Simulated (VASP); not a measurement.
# WSe2 (R-3m) in VASP: notebook

Aim: see how the results for WSe2 move with the level of theory and the settings. Levels: PBE+D3(BJ), PBE+D4. Tasks: single point.

All numbers are computed with VASP 6.6.1; they aren't measurements. Logs are shortened: lines on timing, memory, paths and dates and some standing lists are left out, and cuts for length are marked.

## 1. The cell of the first run

The structure is trigonal, space group R-3m (No. 166). Conventional cell: a = 3.249 Å, b = 3.249 Å, c = 19.180 Å, α = 90.00°, β = 90.00°, γ = 120.00°. W (site symmetry -3m) has 6 Se at 2.55 Å and 6 W at 3.25 Å within 3.4 Å. Within 3.4 Å of Se (site symmetry 3m) lie 3 W at 2.55 Å and 6 Se at 3.25 Å.

## 2. Single point, PBE+D3(BJ)

INCAR

```
PREC = Accurate ; ENCUT = 520
EDIFF = 1E-6 ; ISMEAR = -1
SIGMA = 0.02 ; LREAL = F
LASPH = T ; NELM = 60
ALGO = Normal ; ISIF = 2
LWAVE = F ; LCHARG = F
GGA = PE ; IVDW = 12
NBANDS = 20
```

KPOINTS

```
Automatic mesh
0
Gamma
  6 6 6
```

POSCAR

```
WSe2
1.0
    1.6246448565      0.9379891452      6.3934378010
   -1.6246448565      0.9379891452      6.3934378010
    0.0000000000     -1.8759782905      6.3934378010
W Se
1 2
Direct
    0.0000000000      0.0000000000      0.0000000000
    0.2432560859      0.2432560859      0.2432560859
    0.7567439141      0.7567439141      0.7567439141
```

Potentials or basis: VASP PAW PBE potentials, release 64 (W_sv, Se).

Run with:

```sh
> cat potpaw_PBE.64/W_sv/POTCAR potpaw_PBE.64/Se/POTCAR > POTCAR
> mpirun -np 1 vasp_std > vasp.out
```

OUTCAR:

```text
PREC = Accurate
   ENCUT = 520
   EDIFF = 1E-6
   ISMEAR = -1
   LREAL = F
   LASPH = T
   NELM = 60
   ISIF = 2
   GGA = PE
   IVDW = 12
 IVDW          = 12

 ion  position               nearest neighbor table
   1  0.000  0.000  0.000-   3 2.55   3 2.55   2 2.55   2 2.55   3 2.55   2 2.55
   2  0.243  0.243  0.243-   1 2.55   1 2.55   1 2.55
   3  0.757  0.757  0.757-   1 2.55   1 2.55   1 2.55

  LATTYP: Found a trigonal (rhomboedric) cell.
 ALAT       =     6.6629829252
 COS(alpha) =     0.8810924380

  Lattice vectors:

 A1 = (   1.6246448565,   0.9379891452,   6.3934378010)
 A2 = (  -1.6246448565,   0.9379891452,   6.3934378010)
 A3 = (   0.0000000000,  -1.8759782905,   6.3934378010)

Analysis of symmetry for initial positions (statically):
=====================================================================
 Subroutine PRICEL returns:
 Original cell was already a primitive cell.

 Routine SETGRP: Setting up the symmetry group for a
 trigonal (rhombohedral) supercell.

 Subroutine GETGRP returns: Found 12 space group operations
 (whereof 12 operations were pure point group operations)
 out of a pool of 12 trial point group operations.

The static configuration has the point symmetry D_3d.

Analysis of symmetry for dynamics (positions and initial velocities):
=====================================================================
 Subroutine PRICEL returns:
 Original cell was already a primitive cell.

 Routine SETGRP: Setting up the symmetry group for a
 trigonal (rhombohedral) supercell.

 Subroutine GETGRP returns: Found 12 space group operations
 (whereof 12 operations were pure point group operations)
 out of a pool of 12 trial point group operations.

The dynamic configuration has the point symmetry D_3d.

 Subroutine INISYM returns: Found 12 space group operations
 (whereof 12 operations are pure point group operations),
 and found     1 'primitive' translations

----------------------------------------------------------------------------------------

                                     Primitive cell

  volume of cell :      58.4577

  direct lattice vectors                    reciprocal lattice vectors
     1.624644857  0.937989145  6.393437801     0.307759568  0.177685070  0.052136791
    -1.624644857  0.937989145  6.393437801    -0.307759568  0.177685070  0.052136791
     0.000000000 -1.875978290  6.393437801     0.000000000 -0.355370139  0.052136791

  length of vectors
     6.662982925  6.662982925  6.662982925     0.359174305  0.359174305  0.359174305

  position of ions in fractional coordinates (direct lattice)
     0.000000000  0.000000000  0.000000000
     0.243256086  0.243256086  0.243256086
     0.756743914  0.756743914  0.756743914

  ion indices of the primitive-cell ions
   primitive index   ion index
                 1           1
                 2           2
                 3           3

----------------------------------------------------------------------------------------

 KPOINTS: Automatic mesh

Automatic generation of k-mesh.
 Grid dimensions read from file:
 generate k-points for:    6    6    6

 Generating k-lattice:

  Cartesian coordinates                     Fractional coordinates (reciprocal lattice)
     0.051293261  0.029614178  0.008689465     0.166666667  0.000000000  0.000000000
    -0.051293261  0.029614178  0.008689465     0.000000000  0.166666667  0.000000000
     0.000000000 -0.059228357  0.008689465     0.000000000  0.000000000  0.166666667

  Length of vectors
     0.059862384  0.059862384  0.059862384

  Shift w.r.t. Gamma in fractional coordinates (k-lattice)
     0.000000000  0.000000000  0.000000000

 Subroutine IBZKPT returns following result:
 ===========================================

 Found     32 irreducible k-points:

 Following reciprocal coordinates:
            Coordinates               Weight
  0.000000  0.000000  0.000000      1.000000
  0.166667  0.000000  0.000000      6.000000
  0.333333  0.000000  0.000000      6.000000
  0.500000  0.000000  0.000000      3.000000
  0.166667  0.166667  0.000000      6.000000
  0.333333  0.166667  0.000000     12.000000
[... 16 lines left out ...]
  0.500000  0.500000  0.166667      6.000000
 -0.333333  0.500000  0.166667     12.000000
 [... further k-points ...]
   k-points           NKPTS =     32   k-points in BZ     NKDIM =     32   number of bands    NBANDS=     20
   number of dos      NEDOS =    301   number of ions     NIONS =      3
   total plane-waves  NPLWV = 125000
   dimension x,y,z NGX =    50 NGY =   50 NGZ =   50
   dimension x,y,z NGXF=   100 NGYF=  100 NGZF=  100
   ions per type =               1   2
   NGX,Y,Z   is equivalent  to a cutoff of  12.48, 12.48, 12.48 a.u.
   NGXF,Y,Z  is equivalent  to a cutoff of  24.95, 24.95, 24.95 a.u.
 SYSTEM =  unknown system
   PREC   = accura    normal or accurate (medium, high low for compatibility)
   ISTART =      0    job   : 0-new  1-cont  2-samecut
   ICHARG =      2    charge: 1-file 2-atom 10-const
   ISPIN  =      1    spin polarized calculation?
   LNONCOLLINEAR =      F non collinear calculations
   LSORBIT =      F    spin-orbit coupling
   LASPH  =      T    aspherical Exc in radial PAW
   ENCUT  =  520.0 eV  38.22 Ry    6.18 a.u.  12.39 12.39 12.39*2*pi/ulx,y,z
   NELM   =     60;   NELMIN=  2; NELMDL= -5     # of ELM steps
   EDIFF  = 0.1E-05   stopping-criterion for ELM
   LREAL  =      F    real-space projection
   EDIFFG = 0.1E-04   stopping-criterion for IOM
   NSW    =      0    number of steps for IOM
   IBRION =     -1    ionic relax: 0-MD 1-quasi-New 2-CG
   NFREE  =      0    steps in history (QN), initial steepest desc. (CG)
   ISIF   =      2    stress and relaxation
   ISYM   =      2    0-nonsym 1-usesym 2-fastsym
   POTIM  = 0.5000    time-step for ionic-motion
   TEBEG  =    0.0;   TEEND  =   0.0 temperature during run
   PSTRESS=    0.0 pullay stress
   NELECT =      26.0000    total number of electrons
   NUPDOWN=      -1.0000    fix difference up-down
   EMIN   =  10.00;   EMAX   =-10.00  energy-range for DOS
   EFERMI =   0.00;   METHOD = LEGACY
   ISMEAR =    -1;   SIGMA  =   0.02  broadening in eV -4-tet -1-fermi 0-gaus
   EFERMI_NEDOS =   21; number of points for ismear=-14 and -15
   IALGO  =     38    algorithm
   IMIX   =      4    mixing-type and parameters
     AMIX     =   0.40;   BMIX     =  1.00
     AMIX_MAG =   1.60;   BMIX_MAG =  1.00
  volume/ion in A,a.u.               =      19.49       131.50
  Fermi-wavevector in a.u.,A,eV,Ry     =   1.249641  2.361479 21.246897  1.561603
  Thomas-Fermi vector in A             =   2.383672
   LORBIT       =      0    0 simple, 1 ext, 2 COOP (PROOUT), +10 PAW based schemes
   GGA     = PE    functional components
   LHFCALC =     F    Hartree Fock is set to
   AEXX    =    0.0000 exact exchange contribution
   IVDW    =    12    specifies the selected vdW correction
   LEPSILON=     F    determine dielectric tensor
   LRPA    =     F    only Hartree local field effects (RPA)
 non-spin polarized calculation
  energy-cutoff  :      520.00
  volume of cell :       58.46
 maximum number of plane-waves:      1596
 NGX is ok and might be reduce to    50
   NGX = 25   NGY = 25   NGZ = 25

 number of electron      26.0000001 magnetization

 Free energy of the ion-electron system (eV)
  ---------------------------------------------------
  ext. energy  EPLUGINS =         0.00000000
  ---------------------------------------------------
  free energy    TOTEN  =       -20.82094901 eV

  energy without entropy =      -20.81937466  energy(sigma->0) =      -20.82016184

 E-fermi :   7.1310     XC(G=0): -11.0453

 val. band max:        6.8664041977   @ k =  -0.3333   0.5000   0.3333
 cond. band min:       7.1311823525   @ k =   0.5000   0.3333   0.1667
 fundamental gap:      0.2647781548
 Fermi energy:         7.1310082441

 k-point     1 :       0.0000    0.0000    0.0000
  band No.  band energies     occupation
      1     -67.5772      2.00000
      2     -31.7777      2.00000
      3     -31.7104      2.00000
      4     -31.7104      2.00000
      5      -8.6372      2.00000
      6      -7.0660      2.00000
[... 12 lines left out ...]
     19      13.0985      0.00000
     20      16.6906      0.00000

 k-point     2 :       0.1667    0.0000    0.0000
  band No.  band energies     occupation
      1     -67.5742      2.00000
      2     -31.7764      2.00000
      3     -31.7651      2.00000
      4     -31.7259      2.00000
      5      -8.1918      2.00000
      6      -6.8940      2.00000
[... 12 lines left out ...]
     19      14.4781      0.00000
     20      16.1301      0.00000

 k-point     3 :       0.3333    0.0000    0.0000
  band No.  band energies     occupation
      1     -67.5681      2.00000
      2     -31.9058      2.00000
      3     -31.7568      2.00000
      4     -31.7403      2.00000
      5      -7.1436      2.00000
      6      -6.4135      2.00000
[... 12 lines left out ...]
     19      13.3574      0.00000
     20      14.7676      0.00000

 k-point     4 :       0.5000    0.0000    0.0000
  band No.  band energies     occupation
      1     -67.5650      2.00000
      2     -31.9694      2.00000
      3     -31.7722      2.00000
      4     -31.7278      2.00000
      5      -6.6232      2.00000
      6      -5.8832      2.00000
[... 12 lines left out ...]
     19      12.7868      0.00000
     20      13.0067      0.00000

 k-point     5 :       0.1667    0.1667    0.0000
  band No.  band energies     occupation
      1     -67.5742      2.00000
      2     -31.7764      2.00000
      3     -31.7651      2.00000
      4     -31.7259      2.00000
      5      -8.1656      2.00000
      6      -6.9374      2.00000
[... 12 lines left out ...]
     19      14.5152      0.00000
     20      16.1949      0.00000

 k-point     6 :       0.3333    0.1667    0.0000
  band No.  band energies     occupation
      1     -67.5696      2.00000
      2     -31.8613      2.00000
      3     -31.7621      2.00000
      4     -31.7462      2.00000
      5      -7.3693      2.00000
      6      -6.6443      2.00000
[... 12 lines left out ...]
     19      15.7881      0.00000
     20      15.9442      0.00000

 k-point     7 :       0.5000    0.1667    0.0000
  band No.  band energies     occupation
      1     -67.5650      2.00000
      2     -31.9365      2.00000
      3     -31.8061      2.00000
      4     -31.7278      2.00000
      5      -6.5287      2.00000
      6      -6.0407      2.00000
[... 12 lines left out ...]
     19      13.9402      0.00000
     20      15.3075      0.00000
[... 277 lines left out ...]
 k-point    20 :       0.5000    0.3333    0.1667
  band No.  band energies     occupation
      1     -67.5696      2.00000
      2     -31.8613      2.00000
      3     -31.7621      2.00000
      4     -31.7462      2.00000
      5      -7.2305      2.00000
      6      -6.8111      2.00000
[... 12 lines left out ...]
     19      15.4608      0.00000
     20      16.1406      0.00000

 k-point    21 :      -0.3333    0.3333    0.1667
  band No.  band energies     occupation
      1     -67.5650      2.00000
      2     -31.9365      2.00000
      3     -31.8061      2.00000
      4     -31.7278      2.00000
      5      -6.5066      2.00000
      6      -6.0579      2.00000
[... 12 lines left out ...]
     19      13.8249      0.00000
     20      15.0676      0.00000

 k-point    22 :      -0.1667    0.3333    0.1667
  band No.  band energies     occupation
      1     -67.5650      2.00000
      2     -31.9365      2.00000
      3     -31.8061      2.00000
      4     -31.7278      2.00000
      5      -6.4016      2.00000
      6      -6.1922      2.00000
[... 12 lines left out ...]
     19      13.1255      0.00000
     20      15.4424      0.00000

 k-point    23 :       0.5000    0.5000    0.1667
  band No.  band energies     occupation
      1     -67.5681      2.00000
      2     -31.9058      2.00000
      3     -31.7569      2.00000
      4     -31.7403      2.00000
      5      -6.8167      2.00000
      6      -6.7815      2.00000
[... 12 lines left out ...]
     19      13.5264      0.00000
     20      15.5535      0.00000

 k-point    24 :      -0.3333    0.5000    0.1667
  band No.  band energies     occupation
      1     -67.5650      2.00000
      2     -31.9365      2.00000
      3     -31.8061      2.00000
      4     -31.7278      2.00000
      5      -6.4331      2.00000
      6      -6.1414      2.00000
[... 12 lines left out ...]
     19      13.4949      0.00000
     20      14.9779      0.00000

 [... further k-points ...]

------------------------ aborting loop because EDIFF is reached ----------------------------------------

 Edisp (eV)   -1.45578

 E8    (eV) :    -0.6498

  FORCE on cell =-STRESS in cart. coord.  units (eV):
  Direction    XX          YY          ZZ          XY          YZ          ZX
  --------------------------------------------------------------------------------------
  -------------------------------------------------------------------------------------
  Total       0.09813     0.09813     0.13258     0.00000    -0.00000     0.00000
  in kB       2.68949     2.68949     3.63382     0.00000    -0.00000     0.00000
  external pressure =        3.00 kB  Pullay stress =        0.00 kB

 VOLUME and BASIS-vectors are now :
 -----------------------------------------------------------------------------
  energy-cutoff  :      520.00
  volume of cell :       58.46
      direct lattice vectors                 reciprocal lattice vectors
     1.624644857  0.937989145  6.393437801     0.307759568  0.177685070  0.052136791
    -1.624644857  0.937989145  6.393437801    -0.307759568  0.177685070  0.052136791
     0.000000000 -1.875978290  6.393437801     0.000000000 -0.355370139  0.052136791

 POSITION                                       TOTAL-FORCE (eV/Angst)
 -----------------------------------------------------------------------------------
      0.00000      0.00000      0.00000         0.000000      0.000000      0.000000
      0.00000     -0.00000      4.66573        -0.000000      0.000000     -0.041610
      0.00000     -0.00000     14.51459        -0.000000     -0.000000      0.041610
 -----------------------------------------------------------------------------------
    total drift:                                0.000000      0.000000     -0.000000

  FREE ENERGIE OF THE ION-ELECTRON SYSTEM (eV)
  ---------------------------------------------------
  free  energy   TOTEN  =       -22.2767299178 eV

  energy  without entropy=      -22.2751555717  energy(sigma->0) =      -22.27594274
```

Run time: 3.1 min. Hardware: 1 thread of Intel Xeon Platinum 8375C at 2.90GHz (Ice Lake), shared host; peak memory 0.33 GiB.

What came out:

```yaml
Free_energy: -22.2767 eV
Pressure: 0.3 GPa
Largest_force: 0.042 eV/Å
Band_gap_on_the_k_mesh: zero (band 13 reaches 7.27 eV, above the bottom of band 14 at 6.87 eV)
Dispersion_energy_per_atom: -0.485 eV
```

Forces in eV/Å, atoms in the order of the input:
```
W    0.000  0.000  0.000
Se   0.000  0.000 -0.042
Se   0.000  0.000  0.042
```

Levels at points of the mesh, in eV from the Fermi level:
```tsv
k point	band 9	band 10	band 11	band 12	band 13	band 14	band 15	band 16	band 17	band 18
(0.00, 0.00, 0.00)	-3.21	-1.81	-1.64	-0.54	-0.54	0.51	0.51	3.44	3.44	5.01
(0.50, 0.00, 0.00)	-5.39	-3.67	-3.01	-2.17	-1.14	1.77	2.29	3.23	3.53	5.13
(0.50, 0.50, 0.00)	-4.50	-3.52	-3.07	-2.55	-1.55	1.77	1.81	3.64	3.80	3.98
(0.50, 0.50, 0.50)	-3.18	-3.18	-0.52	-0.52	-0.48	0.30	0.30	3.66	3.66	6.19
```

Caveat: the k points lie up to 0.38 Å⁻¹ apart; spin-orbit coupling is left out, which moves the levels of the heavy elements; pairwise dispersion overbinds metals, which lowers pressure and volume.

## 3. Single point, PBE+D4

This run uses another cell than the first one, of 19.35 Å³/atom, 0.993 times its volume.

INCAR

```
PREC = Accurate
ENCUT = 520
EDIFF = 1E-6
ISMEAR = -1
SIGMA = 0.02
LREAL = F
LASPH = T
NELM = 80
ALGO = Normal
ISIF = 2
LWAVE = F
LCHARG = F
GGA = PE
IVDW = 13
NBANDS = 20
```

KPOINTS

```
Automatic mesh
0
Gamma
  8 8 8
```

POSCAR

```
WSe2
1.0
    1.6211942785      0.9359969531      6.3769491793
   -1.6211942785      0.9359969531      6.3769491793
    0.0000000000     -1.8719939062      6.3769491793
W Se
1 2
Direct
    0.0000000000      0.0000000000      0.0000000000
    0.2426348670      0.2426348670      0.2426348670
    0.7573651330      0.7573651330      0.7573651330
```

Potentials or basis: VASP PAW PBE potentials, release 64 (W_sv, Se).

Run with:

```sh
> cat potpaw_PBE.64/W_sv/POTCAR potpaw_PBE.64/Se/POTCAR > POTCAR
> mpirun -np 1 vasp_std > vasp.out
```

Wall time 5.8 min (1 thread of Intel Xeon Platinum 8375C at 2.90GHz (Ice Lake), shared host); peak memory 0.36 GiB.

Results (log left out):

| Property | Result |
| --- | --- |
| Free energy | -22.3114 eV |
| Pressure | 0.3 GPa |
| Largest force | 0.044 eV/Å |
| Band gap on the k mesh | zero (band 13 reaches 7.25 eV, above the bottom of band 14 at 7.22 eV) |
| Dispersion energy per atom | -0.511 eV |

Forces in eV/Å, atoms in the order of the input:
```
W    0.000  0.000  0.000
Se   0.000  0.000 -0.044
Se   0.000  0.000  0.044
```

Stress tensor (GPa, compression positive):
```
0.26 0.00 0.00
0.00 0.26 0.00
0.00 0.00 0.37
```

Levels at points of the mesh, in eV from the Fermi level:
| k point | band 9 | band 10 | band 11 | band 12 | band 13 | band 14 | band 15 | band 16 | band 17 | band 18 |
| --- | --- | --- | --- | --- | --- | --- | --- | --- | --- | --- |
| (0.00, 0.00, 0.00) | -3.19 | -1.87 | -1.63 | -0.54 | -0.54 | 0.53 | 0.53 | 3.40 | 3.40 | 5.02 |
| (0.50, 0.00, 0.00) | -5.43 | -3.66 | -3.01 | -2.20 | -1.12 | 1.79 | 2.29 | 3.18 | 3.52 | 5.12 |
| (0.50, 0.50, 0.00) | -4.51 | -3.50 | -3.09 | -2.60 | -1.56 | 1.78 | 1.79 | 3.67 | 3.77 | 3.97 |
| (0.50, 0.50, 0.50) | -3.15 | -3.15 | -0.52 | -0.52 | -0.51 | 0.30 | 0.30 | 3.64 | 3.64 | 6.22 |

Caveat: spin-orbit coupling is left out, which moves the levels of the heavy elements; pairwise dispersion overbinds metals, which lowers pressure and volume.
